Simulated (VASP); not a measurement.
# CuP (Fm-3m) in VASP: a series of runs, part 2 of 2

VASP 6.6.1. The steps go on from the part before.

### Step 5. Single point, PBEsol (volume scaled by 1.020)

INCAR

```
SYSTEM = CuP
  ALGO = Normal
  EDIFF = 1E-6
  ENCUT = 520
  GGA = PS
  ISIF = 2
  ISMEAR = 0
  LASPH = .True.
  LCHARG = .False.
  LREAL = .False.
  LWAVE = .False.
  NBANDS = 15
  NELM = 80
  PREC = Accurate
  SIGMA = 0.05
```

KPOINTS

```
k-points
0
Gamma
  12 12 12
  0 0 0
```

POSCAR

```
CuP
1.0
    0.0000000000      2.4022327959      2.4022327959
    2.4022327959      0.0000000000      2.4022327959
    2.4022327959      2.4022327959      0.0000000000
Cu P
1 1
Direct
    0.5000000000      0.5000000000      0.5000000000
    0.0000000000      0.0000000000      0.0000000000
```

Potentials or basis: VASP PAW PBE potentials, release 64 (Cu, P).

The run is started by

```
cat potpaw_PBE.64/Cu/POTCAR potpaw_PBE.64/P/POTCAR > POTCAR
mpirun -np 1 vasp_std > vasp.out
```

OUTCAR:

```text
SYSTEM = CuP
   EDIFF = 1E-6
   ENCUT = 520
   GGA = PS
   ISIF = 2
   ISMEAR = 0
   LASPH = .True.
   LREAL = .False.
   NELM = 80
   PREC = Accurate

 ion  position               nearest neighbor table
   1  0.500  0.500  0.500-   2 2.40   2 2.40   2 2.40   2 2.40   2 2.40   2 2.40
   2  0.000  0.000  0.000-   1 2.40   1 2.40   1 2.40   1 2.40   1 2.40   1 2.40

  LATTYP: Found a face centered cubic cell.
 ALAT       =     4.8044655918

  Lattice vectors:

 A1 = (   0.0000000000,   2.4022327959,   2.4022327959)
 A2 = (   2.4022327959,   0.0000000000,   2.4022327959)
 A3 = (   2.4022327959,   2.4022327959,   0.0000000000)

Analysis of symmetry for initial positions (statically):
=====================================================================
 Subroutine PRICEL returns:
 Original cell was already a primitive cell.

 Routine SETGRP: Setting up the symmetry group for a
 face centered cubic supercell.

 Subroutine GETGRP returns: Found 48 space group operations
 (whereof 48 operations were pure point group operations)
 out of a pool of 48 trial point group operations.

The static configuration has the point symmetry O_h .

Analysis of symmetry for dynamics (positions and initial velocities):
=====================================================================
 Subroutine PRICEL returns:
 Original cell was already a primitive cell.

 Routine SETGRP: Setting up the symmetry group for a
 face centered cubic supercell.

 Subroutine GETGRP returns: Found 48 space group operations
 (whereof 48 operations were pure point group operations)
 out of a pool of 48 trial point group operations.

The dynamic configuration has the point symmetry O_h .

 Subroutine INISYM returns: Found 48 space group operations
 (whereof 48 operations are pure point group operations),
 and found     1 'primitive' translations

----------------------------------------------------------------------------------------

                                     Primitive cell

  volume of cell :      27.7252

  direct lattice vectors                    reciprocal lattice vectors
     0.000000000  2.402232796  2.402232796    -0.208139694  0.208139694  0.208139694
     2.402232796  0.000000000  2.402232796     0.208139694 -0.208139694  0.208139694
     2.402232796  2.402232796  0.000000000     0.208139694  0.208139694 -0.208139694

  length of vectors
     3.397270200  3.397270200  3.397270200     0.360508526  0.360508526  0.360508526

  position of ions in fractional coordinates (direct lattice)
     0.500000000  0.500000000  0.500000000
     0.000000000  0.000000000  0.000000000

  ion indices of the primitive-cell ions
   primitive index   ion index
                 1           1
                 2           2

----------------------------------------------------------------------------------------

 KPOINTS: k-points

Automatic generation of k-mesh.
 Grid dimensions read from file:
 generate k-points for:   12   12   12

 Generating k-lattice:

  Cartesian coordinates                     Fractional coordinates (reciprocal lattice)
    -0.017344975  0.017344975  0.017344975     0.083333333  0.000000000  0.000000000
     0.017344975 -0.017344975  0.017344975     0.000000000  0.083333333  0.000000000
     0.017344975  0.017344975 -0.017344975     0.000000000  0.000000000  0.083333333

  Length of vectors
     0.030042377  0.030042377  0.030042377

  Shift w.r.t. Gamma in fractional coordinates (k-lattice)
     0.000000000  0.000000000  0.000000000

 Subroutine IBZKPT returns following result:
 ===========================================

 Found     72 irreducible k-points:

 Following reciprocal coordinates:
            Coordinates               Weight
  0.000000  0.000000  0.000000      1.000000
  0.083333  0.000000  0.000000      8.000000
  0.166667  0.000000  0.000000      8.000000
  0.250000  0.000000  0.000000      8.000000
  0.333333  0.000000  0.000000      8.000000
  0.416667  0.000000  0.000000      8.000000
[... 16 lines left out ...]
  0.500000  0.166667  0.000000     24.000000
 -0.416667  0.166667  0.000000     24.000000
 [... further k-points ...]
   k-points           NKPTS =     72   k-points in BZ     NKDIM =     72   number of bands    NBANDS=     15
   number of dos      NEDOS =    301   number of ions     NIONS =      2
   total plane-waves  NPLWV =  21952
   dimension x,y,z NGX =    28 NGY =   28 NGZ =   28
   dimension x,y,z NGXF=    56 NGYF=   56 NGZF=   56
   ions per type =               1   1
   NGX,Y,Z   is equivalent  to a cutoff of  13.70, 13.70, 13.70 a.u.
   NGXF,Y,Z  is equivalent  to a cutoff of  27.40, 27.40, 27.40 a.u.
 SYSTEM =  CuP
   PREC   = accura    normal or accurate (medium, high low for compatibility)
   ISTART =      0    job   : 0-new  1-cont  2-samecut
   ICHARG =      2    charge: 1-file 2-atom 10-const
   ISPIN  =      1    spin polarized calculation?
   LNONCOLLINEAR =      F non collinear calculations
   LSORBIT =      F    spin-orbit coupling
   LASPH  =      T    aspherical Exc in radial PAW
   ENCUT  =  520.0 eV  38.22 Ry    6.18 a.u.   6.32  6.32  6.32*2*pi/ulx,y,z
   NELM   =     80;   NELMIN=  2; NELMDL= -5     # of ELM steps
   EDIFF  = 0.1E-05   stopping-criterion for ELM
   LREAL  =      F    real-space projection
   EDIFFG = 0.1E-04   stopping-criterion for IOM
   NSW    =      0    number of steps for IOM
   IBRION =     -1    ionic relax: 0-MD 1-quasi-New 2-CG
   NFREE  =      0    steps in history (QN), initial steepest desc. (CG)
   ISIF   =      2    stress and relaxation
   ISYM   =      2    0-nonsym 1-usesym 2-fastsym
   POTIM  = 0.5000    time-step for ionic-motion
   TEBEG  =    0.0;   TEEND  =   0.0 temperature during run
   PSTRESS=    0.0 pullay stress
   NELECT =      16.0000    total number of electrons
   NUPDOWN=      -1.0000    fix difference up-down
   EMIN   =  10.00;   EMAX   =-10.00  energy-range for DOS
   EFERMI =   0.00;   METHOD = LEGACY
   ISMEAR =     0;   SIGMA  =   0.05  broadening in eV -4-tet -1-fermi 0-gaus
   EFERMI_NEDOS =   21; number of points for ismear=-14 and -15
   IALGO  =     38    algorithm
   IMIX   =      4    mixing-type and parameters
     AMIX     =   0.40;   BMIX     =  1.00
     AMIX_MAG =   1.60;   BMIX_MAG =  1.00
  volume/ion in A,a.u.               =      13.86        93.55
  Fermi-wavevector in a.u.,A,eV,Ry     =   1.362981  2.575660 25.275769  1.857717
  Thomas-Fermi vector in A             =   2.489423
   LORBIT       =      0    0 simple, 1 ext, 2 COOP (PROOUT), +10 PAW based schemes
   GGA     = PS    functional components
   LHFCALC =     F    Hartree Fock is set to
   AEXX    =    0.0000 exact exchange contribution
   IVDW    =     0    specifies the selected vdW correction
   LEPSILON=     F    determine dielectric tensor
   LRPA    =     F    only Hartree local field effects (RPA)
 non-spin polarized calculation
 Gauss-broadening in eV      SIGMA  =   0.05
  energy-cutoff  :      520.00
  volume of cell :       27.73
 maximum number of plane-waves:       760
 NGX is ok and might be reduce to    28
   NGX = 13   NGY = 13   NGZ = 13

 number of electron      16.0000003 magnetization

 Free energy of the ion-electron system (eV)
  ---------------------------------------------------
  ext. energy  EPLUGINS =         0.00000000
  ---------------------------------------------------
  free energy    TOTEN  =        -9.76218502 eV

  energy without entropy =       -9.76108555  energy(sigma->0) =       -9.76163528

 E-fermi :   7.7959     XC(G=0): -11.8082

 val. band max:        7.7669138732   @ k =   0.2500   0.2500   0.0000
 cond. band min:       7.8182913543   @ k =   0.5000   0.2500   0.0000
 fundamental gap:      0.0513774810
 Fermi energy:         7.7958826430

 k-point     1 :       0.0000    0.0000    0.0000
  band No.  band energies     occupation
      1      -5.7141      2.00000
      2       4.1206      2.00000
      3       4.1206      2.00000
      4       4.1781      2.00000
      5       4.1781      2.00000
      6       4.1781      2.00000
      7       8.9914      0.00000
      8       8.9914      0.00000
      9       8.9914      0.00000
     10      14.8332      0.00000
     11      17.1174      0.00000
     12      17.1174      0.00000
     13      17.1174      0.00000
     14      19.9575      0.00000
[... 401 lines left out ...]
      2       0.9903      2.00000
      3       3.1455      2.00000
      4       3.3375      2.00000
      5       4.6439      2.00000
      6       4.6712      2.00000
      7       5.0876      2.00000
      8       7.8223      0.45471
      9       9.4116      0.00000
     10      12.6006      0.00000
     11      15.2164      0.00000
     12      15.4424      0.00000
     13      19.8034      0.00000
     14      21.5558      0.00000
     15      21.9781      0.00000

 [... further k-points ...]
[... 5 lines left out ...]
  --------------------------------------------------------------------------------------
  -------------------------------------------------------------------------------------
  Total       -0.3869201     -0.3869201     -0.3869201      0.0000000     -0.0000000      0.0000000
  in kB      -22.3592189    -22.3592189    -22.3592189      0.0000000     -0.0000000      0.0000000
  external PRESSURE =     -22.3592189 kB  Pullay stress =       0.0000000 kB

 VOLUME and BASIS-vectors are now :
 -----------------------------------------------------------------------------
  energy-cutoff  :      520.00
  volume of cell :       27.73
      direct lattice vectors                 reciprocal lattice vectors
     0.000000000  2.402232796  2.402232796    -0.208139694  0.208139694  0.208139694
     2.402232796  0.000000000  2.402232796     0.208139694 -0.208139694  0.208139694
     2.402232796  2.402232796  0.000000000     0.208139694  0.208139694 -0.208139694

 POSITION                                       TOTAL-FORCE (eV/Angst)
 -----------------------------------------------------------------------------------
      2.40223      2.40223      2.40223        -0.000000      0.000000      0.000000
      0.00000      0.00000      0.00000         0.000000     -0.000000     -0.000000
 -----------------------------------------------------------------------------------
    total drift:                                0.000000      0.000000      0.000000

  FREE ENERGIE OF THE ION-ELECTRON SYSTEM (eV)
  ---------------------------------------------------
  free  energy   TOTEN  =        -9.7621850182 eV

  energy  without entropy=       -9.7610855478  energy(sigma->0) =       -9.76163528
```

Run time: 32 s. Hardware: 1 thread of Intel Xeon 6975P-C, shared host; peak memory 0.17 GiB.

What came out:

- Free energy: -9.7622 eV
- Pressure: -2.2 GPa
- Band gap on the k mesh: zero (band 8 reaches 10.39 eV, above the bottom of band 9 at 5.47 eV)

Caveat: the PAW data sets were made with another functional, which shifts forces and pressure a little.

### Step 6. Single point, PBEsol (volume scaled by 1.040)

INCAR

```
PREC = Accurate ; ENCUT = 520
EDIFF = 1E-7 ; ISMEAR = 0
SIGMA = 0.05 ; LREAL = F
LASPH = T ; NELM = 60
ALGO = Normal ; ISIF = 2
LWAVE = F ; LCHARG = T
GGA = PS ; LELF = T
LVHAR = T ; NBANDS = 15
```

KPOINTS

```
regular mesh
0
Gamma
  12 12 12
```

POSCAR

```
CuP
1.0
    0.0000000000      2.4178321472      2.4178321472
    2.4178321472      0.0000000000      2.4178321472
    2.4178321472      2.4178321472      0.0000000000
Cu P
1 1
Direct
    0.5000000000      0.5000000000      0.5000000000
    0.0000000000      0.0000000000      0.0000000000
```

Potentials or basis: VASP PAW PBE potentials, release 64 (Cu, P).

The run is started by

```
cat potpaw_PBE.64/Cu/POTCAR potpaw_PBE.64/P/POTCAR > POTCAR
mpirun -np 1 vasp_std > vasp.out
```

Wall time 43 s (1 thread of Intel Xeon 6975P-C, shared host); peak memory 0.17 GiB.

It converged, with:

```
Free energy            : -9.7513 eV
Pressure               : -4.4 GPa
Band gap on the k mesh : zero (band 8 reaches 10.07 eV, above the bottom of band 9 at 5.26 eV)
```

Levels at points of the mesh, in eV from the Fermi level:
```csv
k point,band 4,band 5,band 6,band 7,band 8,band 9,band 10,band 11,band 12,band 13
"(0.00, 0.00, 0.00)",-3.53,-3.53,-3.53,1.17,1.17,1.17,6.78,9.29,9.29,9.29
"(0.50, 0.00, 0.00)",-4.44,-3.07,-3.07,-2.63,2.53,2.53,4.95,5.82,5.82,11.22
"(0.50, 0.50, 0.00)",-3.36,-2.94,-2.94,-2.28,-1.80,-1.80,1.39,5.48,15.91,15.93
```

Caveat: the PAW data sets were made with another functional, which shifts forces and pressure a little.

### Step 7. Overview

| cell | gap on the mesh (eV) | pressure (GPa) |
| --- | --- | --- |
| a = 3.329 Å, angles 60.0°, 2 atoms | none | 6.4 |
| a = 3.352 Å, angles 60.0°, 2 atoms | none | 3.2 |
| a = 3.375 Å, angles 60.0°, 2 atoms | none | 0.4 |
| a = 3.397 Å, angles 60.0°, 2 atoms | none | -2.2 |
| a = 3.419 Å, angles 60.0°, 2 atoms | none | -4.4 |

Alike in all rows: task single point; level PBEsol; potentials or basis VASP PAW PBE potentials, release 64 (Cu, P); no spin polarisation; k mesh 12 × 12 × 12; cutoff (eV) 520; smearing gaussian 0.05 eV.

Caveats: the PAW data sets were made with another functional, which shifts forces and pressure a little.

Total energies depend on the potentials used, so only differences within one code and one set of settings carry meaning.
